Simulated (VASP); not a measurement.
# Na3Li5S4 (P1) in VASP: single point with r2SCAN

Aim: the single point of Na3Li5S4 with r2SCAN.

Everything below comes from runs of VASP 6.6.1. Logs are shortened: lines on timing, memory, paths and dates and some standing lists are left out, and cuts for length are marked.

### 1 The cell of the first run

The typed cell holds 96 atoms: a = 12.064 Å, b = 12.064 Å, c = 12.064 Å, α = 90.00°, β = 90.00°, γ = 90.00°.

### 2 Single point, r2SCAN

Input file POSCAR:

```
Na3Li5S4
1.0
   12.0642910000      0.0000000000      0.0000000000
    0.0000000000     12.0642910000      0.0000000000
    0.0000000000      0.0000000000     12.0642910000
Li Na S
40 24 32
Direct
    0.3780550000      0.1085100000      0.1323680000
    0.3832520000      0.1194940000      0.6167670000
    0.3614980000      0.6341670000      0.6314130000
    0.8671770000      0.1364230000      0.6168450000
    0.8634650000      0.6353320000      0.1476890000
    0.8742380000      0.6238550000      0.6277470000
    0.1250610000      0.3714500000      0.1305390000
    0.0888670000      0.4094950000      0.6561710000
    0.6265390000      0.3689680000      0.6202350000
    0.6226870000      0.8817510000      0.6259360000
    0.1337680000      0.1203770000      0.3753290000
    0.1122550000      0.6292470000      0.3878510000
    0.1301260000      0.6218710000      0.8721370000
    0.6290020000      0.1244000000      0.3788050000
    0.6328310000      0.1406560000      0.8568970000
    0.6324490000      0.6379340000      0.8750640000
    0.1216980000      0.6308590000      0.6246020000
    0.6230650000      0.1283000000      0.6199540000
    0.6261640000      0.6281820000      0.1182900000
    0.3827360000      0.3560650000      0.3806210000
    0.3725480000      0.8672460000      0.3739970000
    0.3733580000      0.8762250000      0.8718830000
    0.8735750000      0.3761990000      0.3764980000
    0.8753910000      0.3718840000      0.8642030000
    0.8770220000      0.8781410000      0.3768050000
    0.3540250000      0.3426810000      0.1556410000
    0.3768380000      0.8647470000      0.1210000000
    0.3812000000      0.8810030000      0.6246240000
    0.8636720000      0.3773600000      0.6197130000
    0.8742290000      0.8765360000      0.1328180000
    0.3825880000      0.1117180000      0.3764770000
    0.3866470000      0.6386660000      0.8728370000
    0.8788060000      0.1284390000      0.3741370000
    0.8667110000      0.1298400000      0.8653610000
    0.8725160000      0.6265910000      0.3867530000
    0.1322540000      0.3793790000      0.8835550000
    0.1246750000      0.8764190000      0.3743310000
    0.6265710000      0.3689430000      0.3796730000
    0.6341140000      0.3829720000      0.8614140000
    0.6050840000      0.8943290000      0.8643150000
    0.3771500000      0.6058720000      0.1185770000
    0.8731310000      0.1324710000      0.1230300000
    0.1260660000      0.8693580000      0.1248360000
    0.1264200000      0.8790770000      0.6179680000
    0.6181220000      0.3787410000      0.1211500000
    0.6254520000      0.8755670000      0.1271730000
    0.1230970000      0.1298350000      0.8740940000
    0.6226170000      0.6234410000      0.3750570000
    0.1255390000      0.1221930000      0.1346570000
    0.1258310000      0.1356090000      0.6193560000
    0.1243990000      0.6190730000      0.1297550000
    0.6257440000      0.1236250000      0.1170580000
    0.6201350000      0.6208460000      0.6261560000
    0.3826210000      0.3854710000      0.8791580000
    0.8626810000      0.8697840000      0.8722640000
    0.3634340000      0.3694220000      0.6251740000
    0.8774200000      0.3784270000      0.1201970000
    0.8775850000      0.8828100000      0.6235870000
    0.3823370000      0.1320840000      0.8730250000
    0.3708880000      0.6107950000      0.3759940000
    0.8785300000      0.6133870000      0.8815350000
    0.1270360000      0.3704070000      0.3978110000
    0.1268260000      0.8727370000      0.8681210000
    0.6253010000      0.8735890000      0.3780470000
    0.9892890000      0.9982370000      0.9972250000
    0.9982450000      0.0079750000      0.4829650000
    0.0157140000      0.4870490000      0.9923240000
    0.9917830000      0.5080420000      0.5097460000
    0.4900000000      0.9913440000      0.9979880000
    0.5011650000      0.0009650000      0.5059110000
    0.5219820000      0.5180550000      0.9794430000
    0.5026120000      0.4803900000      0.4976490000
    0.2524000000      0.2571210000      0.0110940000
    0.2686240000      0.2279290000      0.4865690000
    0.2604340000      0.7462750000      0.9890200000
    0.2487770000      0.7460260000      0.4979460000
    0.7487540000      0.2535560000      0.9755840000
    0.7500790000      0.2501180000      0.4956340000
    0.7533460000      0.7413890000      0.0136160000
    0.7582490000      0.7490390000      0.5039800000
    0.2617510000      0.9907140000      0.2585920000
    0.2652160000      0.0001630000      0.7420520000
    0.2495890000      0.4780190000      0.2519620000
    0.2394780000      0.5106540000      0.7477620000
    0.7600390000      0.0026990000      0.2604740000
    0.7379960000      0.0117120000      0.7455400000
    0.7569000000      0.5018730000      0.2571020000
    0.7536430000      0.4909460000      0.7436170000
    0.9988010000      0.2521270000      0.2641120000
    0.9877860000      0.2597650000      0.7439390000
    0.9916840000      0.7486330000      0.2647390000
    0.0026160000      0.7363790000      0.7444270000
    0.4959570000      0.2402200000      0.2574750000
    0.5156400000      0.2509550000      0.7415310000
    0.4901370000      0.7501400000      0.2462450000
    0.4969250000      0.7611930000      0.7500180000
```

Input file INCAR.step1:

```
SYSTEM = Na3Li5S4
PREC = Accurate ; ENCUT = 830
ISMEAR = -1 ; SIGMA = 0.05
LREAL = Auto ; LASPH = .TRUE.
NELM = 120 ; ISYM = 0
NBANDS = 294 ; GGA = PE
ALGO = Normal ; EDIFF = 1E-5
LWAVE = .TRUE. ; LCHARG = .FALSE.
GGA_COMPAT = .FALSE. ; NCORE = 4
```

Input file INCAR.step2:

```
SYSTEM = Na3Li5S4
PREC = Accurate ; ENCUT = 830
EDIFF = 1E-6 ; ISMEAR = -1
SIGMA = 0.05 ; LREAL = Auto
LASPH = .TRUE. ; NELM = 120
ALGO = Normal ; ISIF = 2
LWAVE = .FALSE. ; LCHARG = .FALSE.
METAGGA = R2SCAN ; LMIXTAU = .TRUE.
ISYM = 0 ; NBANDS = 294
ISTART = 1 ; GGA_COMPAT = .FALSE.
NCORE = 4
```

Input file KPOINTS:

```
Automatic mesh
0
Gamma
  1 1 1
  0.25 0.25 0.25
```

Potentials or basis: VASP PAW PBE potentials, release 64 (Li_sv, Na_pv, S).

Run with:

```bash
cat potpaw_PBE.64/Li_sv/POTCAR potpaw_PBE.64/Na_pv/POTCAR potpaw_PBE.64/S/POTCAR > POTCAR
cp INCAR.step1 INCAR
mpirun -np 4 vasp_std > vasp.out
cp INCAR.step2 INCAR
mpirun -np 4 vasp_std > vasp.out
```

OUTCAR:

```text
SYSTEM = Na3Li5S4
   PREC = Accurate
   ENCUT = 830
   EDIFF = 1E-6
   ISMEAR = -1
   LREAL = Auto
   LASPH = .TRUE.
   NELM = 120
   ISIF = 2
   METAGGA = R2SCAN
   ISYM = 0
   ISTART = 1

 ion  position               nearest neighbor table
   1  0.378  0.109  0.132-  81 2.51  69 2.54  93 2.61
   2  0.383  0.119  0.617-  70 2.42  74 2.47  82 2.53
   3  0.361  0.634  0.631-  76 2.50  84 2.52  96 2.66
   4  0.867  0.136  0.617-  78 2.45  90 2.59  86 2.67
   5  0.863  0.635  0.148-  87 2.45  79 2.45  91 2.50
   6  0.874  0.624  0.628-  68 2.45  92 2.49  80 2.54  88 2.58
   7  0.125  0.371  0.131-  83 2.46  73 2.52  67 2.54  89 2.64
   8  0.089  0.409  0.656-  90 2.42  68 2.43  84 2.45
   9  0.627  0.369  0.620-  94 2.44  72 2.50  78 2.56  88 2.59
  10  0.623  0.882  0.626-  70 2.51  86 2.54  96 2.58
  11  0.134  0.120  0.375-  74 2.48  66 2.49  81 2.61  89 2.64
  12  0.112  0.629  0.388-  91 2.53  68 2.53  76 2.54
  13  0.130  0.622  0.872-  84 2.41  92 2.58  67 2.58  75 2.59
  14  0.629  0.124  0.379-  78 2.53  93 2.58  85 2.59  70 2.64
  15  0.633  0.141  0.857-  94 2.39  86 2.42  77 2.42
  16  0.632  0.638  0.875-  71 2.34  79 2.55  96 2.68
  17  0.122  0.631  0.625-  92 2.40  84 2.52  68 2.56  76 2.57
[... 82 lines left out ...]
  92  0.003  0.736  0.744-  17 2.40   6 2.49  13 2.58  63 2.68  61 2.68  58 2.74  44 2.74
  93  0.496  0.240  0.257-  26 2.44  20 2.45  31 2.52  14 2.58   1 2.61  38 2.66  52 2.70  45 2.77

  94  0.516  0.251  0.742-  15 2.39   9 2.44  18 2.45  39 2.58  59 2.68  56 2.72
  95  0.490  0.750  0.246-  27 2.46  21 2.53  46 2.65  19 2.69  41 2.69  48 2.70  60 2.71  64 2.72

  96  0.497  0.761  0.750-  32 2.48  40 2.49  22 2.51  28 2.52  10 2.58   3 2.66  16 2.68  53 2.70

IMPORTANT INFORMATION: All symmetrisations will be switched off!
NOSYMM: (Re-)initialisation of all symmetry stuff for point group C_1.

----------------------------------------------------------------------------------------

                                     Primitive cell

  volume of cell :    1755.9228

  direct lattice vectors                    reciprocal lattice vectors
    12.064291000  0.000000000  0.000000000     0.082889247  0.000000000  0.000000000
     0.000000000 12.064291000  0.000000000     0.000000000  0.082889247  0.000000000
     0.000000000  0.000000000 12.064291000     0.000000000  0.000000000  0.082889247

  length of vectors
    12.064291000 12.064291000 12.064291000     0.082889247  0.082889247  0.082889247

  position of ions in fractional coordinates (direct lattice)
     0.378055000  0.108510000  0.132368000
     0.383252000  0.119494000  0.616767000
     0.361498000  0.634167000  0.631413000
     0.867177000  0.136423000  0.616845000
     0.863465000  0.635332000  0.147689000
     0.874238000  0.623855000  0.627747000
[... 88 lines left out ...]
     0.490137000  0.750140000  0.246245000
     0.496925000  0.761193000  0.750018000

  ion indices of the primitive-cell ions
   primitive index   ion index
                 1           1
                 2           2
                 3           3
                 4           4
                 5           5
                 6           6
[... 88 lines left out ...]
                95          95
                96          96

----------------------------------------------------------------------------------------
[... 35 lines left out ...]
   dimension x,y,z NGXF=   240 NGYF=  240 NGZF=  240
   ions per type =              40  24  32
   NGX,Y,Z   is equivalent  to a cutoff of  16.54, 16.54, 16.54 a.u.
   NGXF,Y,Z  is equivalent  to a cutoff of  33.07, 33.07, 33.07 a.u.
 SYSTEM =  Na3Li5S4
   PREC   = accura    normal or accurate (medium, high low for compatibility)
   ISTART =      1    job   : 0-new  1-cont  2-samecut
   ICHARG =      0    charge: 1-file 2-atom 10-const
   ISPIN  =      1    spin polarized calculation?
   LNONCOLLINEAR =      F non collinear calculations
   LSORBIT =      F    spin-orbit coupling
   LASPH  =      T    aspherical Exc in radial PAW
   ENCUT  =  830.0 eV  61.00 Ry    7.81 a.u.  28.34 28.34 28.34*2*pi/ulx,y,z
   NELM   =    120;   NELMIN=  2; NELMDL=  0     # of ELM steps
   EDIFF  = 0.1E-05   stopping-criterion for ELM
   LREAL  =      T    real-space projection
   EDIFFG = 0.1E-04   stopping-criterion for IOM
   NSW    =      0    number of steps for IOM
   IBRION =     -1    ionic relax: 0-MD 1-quasi-New 2-CG
   NFREE  =      0    steps in history (QN), initial steepest desc. (CG)
   ISIF   =      2    stress and relaxation
   ISYM   =      0    0-nonsym 1-usesym 2-fastsym
   POTIM  = 0.5000    time-step for ionic-motion
   TEBEG  =    0.0;   TEEND  =   0.0 temperature during run
   PSTRESS=    0.0 pullay stress
   NELECT =     480.0000    total number of electrons
   NUPDOWN=      -1.0000    fix difference up-down
   EMIN   =  10.00;   EMAX   =-10.00  energy-range for DOS
   EFERMI =   0.00;   METHOD = LEGACY
   ISMEAR =    -1;   SIGMA  =   0.05  broadening in eV -4-tet -1-fermi 0-gaus
   EFERMI_NEDOS =   21; number of points for ismear=-14 and -15
   IALGO  =     38    algorithm
   IMIX   =      4    mixing-type and parameters
     AMIX     =   0.40;   BMIX     =  1.00
     AMIX_MAG =   1.60;   BMIX_MAG =  1.00
  volume/ion in A,a.u.               =      18.29       123.43
  Fermi-wavevector in a.u.,A,eV,Ry     =   1.062478  2.007793 15.359077  1.128860
  Thomas-Fermi vector in A             =   2.197930
   LORBIT       =      0    0 simple, 1 ext, 2 COOP (PROOUT), +10 PAW based schemes
   METAGGA = R2SCAN    functional components
   LHFCALC =     F    Hartree Fock is set to
   AEXX    =    0.0000 exact exchange contribution
   IVDW    =     0    specifies the selected vdW correction
   LEPSILON=     F    determine dielectric tensor
   LRPA    =     F    only Hartree local field effects (RPA)
 non-spin polarized calculation
  energy-cutoff  :      830.00
  volume of cell :     1755.92
 maximum number of plane-waves:     95292
 NGX is ok and might be reduce to   120
   NGX = 57   NGY = 57   NGZ = 57

 number of electron     480.0000000 magnetization

 Free energy of the ion-electron system (eV)
  ---------------------------------------------------
  ext. energy  EPLUGINS =         0.00000000
  ---------------------------------------------------
  free energy    TOTEN  =      -570.31563265 eV

  energy without entropy =     -570.31563265  energy(sigma->0) =     -570.31563265

 E-fermi :   1.9758     XC(G=0):  -8.6368

 val. band max:        0.6092078032   @ k =  -0.2500   0.2500   0.2500
 cond. band min:       4.8824605364   @ k =   0.2500   0.2500   0.2500
 fundamental gap:      4.2732527332
 Fermi energy:         1.9758468784

 k-point     1 :       0.2500    0.2500    0.2500
  band No.  band energies     occupation
      1     -45.6939      2.00000
      2     -45.5785      2.00000
      3     -45.5489      2.00000
      4     -45.5054      2.00000
      5     -45.5043      2.00000
      6     -45.4781      2.00000
[... 1009 lines left out ...]
    251       5.7845      0.00000
    252       5.8643      0.00000
 [bands above 252 left out]

------------------------ aborting loop because EDIFF is reached ----------------------------------------

  FORCE on cell =-STRESS in cart. coord.  units (eV):
  Direction    XX          YY          ZZ          XY          YZ          ZX
  --------------------------------------------------------------------------------------
  -------------------------------------------------------------------------------------
  Total        2.9510957      3.2788966      2.7772187     -2.1112725      1.2564803     -3.5454835
  in kB        2.6927031      2.9918023      2.5340505     -1.9264133      1.1464652     -3.2350473
  external PRESSURE =       2.7395186 kB  Pullay stress =       0.0000000 kB

 VOLUME and BASIS-vectors are now :
 -----------------------------------------------------------------------------
  energy-cutoff  :      830.00
  volume of cell :     1755.92
      direct lattice vectors                 reciprocal lattice vectors
    12.064291000  0.000000000  0.000000000     0.082889247  0.000000000  0.000000000
     0.000000000 12.064291000  0.000000000     0.000000000  0.082889247  0.000000000
     0.000000000  0.000000000 12.064291000     0.000000000  0.000000000  0.082889247

 POSITION                                       TOTAL-FORCE (eV/Angst)
 -----------------------------------------------------------------------------------
      4.56097      1.30910      1.59693        -0.010971      0.026069     -0.015559
      4.62366      1.44161      7.44086        -0.004114     -0.006766      0.034886
      4.36122      7.65078      7.61755         0.009158     -0.008367     -0.028070
     10.46188      1.64585      7.44180         0.003707     -0.018523      0.010323
     10.41709      7.66483      1.78176         0.055571      0.006805      0.019155
     10.54706      7.52637      7.57332        -0.032412     -0.019479     -0.008476
[... 88 lines left out ...]
      5.91316      9.04991      2.97077         0.030387     -0.025328      0.012879
      5.99505      9.18325      9.04844         0.005776     -0.019099     -0.023052
 -----------------------------------------------------------------------------------
    total drift:                                0.173320      0.121166     -0.039058

  FREE ENERGIE OF THE ION-ELECTRON SYSTEM (eV)
  ---------------------------------------------------
  free  energy   TOTEN  =      -570.3156326544 eV

  energy  without entropy=     -570.3156326544  energy(sigma->0) =     -570.31563265
```

Wall time 5.3 h (4 MPI ranks of AMD EPYC 7R43 (Zen 3), shared host); peak memory 1.4 GiB.

What came out:

| Quantity | Value |
| --- | --- |
| Free energy | -570.3156 eV |
| Pressure | 0.3 GPa |
| Largest force | 0.073 eV/Å |
| Band gap on the k mesh | 4.27 eV (least direct gap 4.29 eV) |

Forces on the atoms (eV/Å):
```
Li  -0.011  0.026 -0.016
Li  -0.004 -0.007  0.035
Li   0.009 -0.008 -0.028
Li   0.004 -0.019  0.010
Li   0.056  0.007  0.019
Li  -0.032 -0.019 -0.008
Li  -0.006  0.011 -0.002
Li   0.014  0.012 -0.008
Li   0.016 -0.004 -0.046
Li   0.010 -0.015  0.033
Li   0.003  0.031  0.000
Li   0.003  0.016 -0.017
Li   0.018  0.019  0.018
Li   0.002  0.013  0.019
Li  -0.028 -0.008  0.005
Li   0.008  0.006  0.002
Li   0.013 -0.004 -0.021
Li  -0.016 -0.025 -0.024
Li   0.026 -0.021  0.011
Li  -0.020  0.002  0.019
Li   0.013  0.005 -0.011
Li   0.008  0.036  0.040
Li  -0.006  0.024 -0.001
Li   0.029  0.018  0.026
Li   0.013 -0.059  0.023
Li   0.021  0.027 -0.008
Li  -0.008 -0.006  0.003
Li   0.003  0.003 -0.032
Li   0.044  0.002 -0.040
Li  -0.018  0.001 -0.010
Li  -0.021 -0.011  0.000
Li   0.003 -0.014 -0.002
Li  -0.018 -0.007 -0.011
Li   0.003 -0.016  0.002
Li   0.018  0.017 -0.036
Li  -0.008  0.008  0.002
Li  -0.002 -0.010  0.002
Li  -0.011 -0.002 -0.005
Li   0.001 -0.013 -0.005
Li   0.020 -0.025  0.008
Na   0.000  0.016 -0.002
Na  -0.005  0.022 -0.001
Na  -0.018 -0.001  0.001
Na  -0.025  0.005 -0.002
Na   0.024 -0.001 -0.007
Na  -0.003 -0.004  0.011
Na   0.008 -0.014  0.010
Na  -0.013  0.015  0.011
Na  -0.016 -0.019 -0.014
Na  -0.020 -0.023  0.025
Na   0.013  0.013 -0.006
Na  -0.002  0.002  0.001
Na   0.008  0.000 -0.014
Na   0.006 -0.020 -0.020
Na   0.007  0.002 -0.018
Na   0.005  0.008  0.005
Na   0.005 -0.010  0.006
Na   0.014  0.005  0.022
Na   0.000  0.019  0.014
Na   0.009  0.018 -0.013
Na   0.008 -0.009 -0.002
Na  -0.005  0.003 -0.009
Na  -0.015  0.010 -0.006
Na  -0.008  0.002  0.007
S    0.052  0.014  0.011
S    0.020 -0.017  0.063
S   -0.040  0.027  0.028
S    0.016 -0.026 -0.025
S    0.026  0.019  0.013
S    0.016 -0.024 -0.024
S   -0.020 -0.043  0.043
S   -0.024  0.055  0.015
S   -0.005 -0.044 -0.046
S   -0.041  0.033  0.026
S   -0.043 -0.006  0.048
S    0.006  0.002  0.014
S   -0.006  0.002  0.072
S   -0.006 -0.015  0.031
S    0.012  0.020 -0.014
S   -0.050  0.003 -0.003
S   -0.039  0.003 -0.035
S   -0.054  0.017  0.013
S    0.003  0.049  0.016
S    0.055 -0.045  0.014
S   -0.042 -0.012 -0.052
S    0.031 -0.041 -0.007
S   -0.028 -0.005 -0.021
S    0.001  0.041 -0.012
S   -0.010 -0.013 -0.035
S    0.037 -0.048 -0.028
S    0.025  0.008 -0.048
S   -0.027  0.057  0.019
S    0.025  0.001 -0.023
S   -0.053  0.005  0.017
S    0.030 -0.025  0.013
S    0.006 -0.019 -0.023
```

Stress tensor (GPa, compression positive):
```
 0.27 -0.19 -0.32
-0.19  0.30  0.11
-0.32  0.11  0.25
```

Levels at points of the mesh, in eV from the valence-band top:
| k point | band 236 | band 237 | band 238 | band 239 | band 240 | band 241 | band 242 | band 243 | band 244 | band 245 |
| --- | --- | --- | --- | --- | --- | --- | --- | --- | --- | --- |
| (0.25, 0.25, 0.25) | -0.16 | -0.12 | -0.09 | -0.03 | -0.01 | 4.27 | 4.32 | 4.38 | 4.44 | 4.79 |

Caveat: the PAW data sets were made with another functional, which shifts forces and pressure a little; a shifted mesh leaves out Γ, where band edges can lie. A k mesh can miss the band edges.
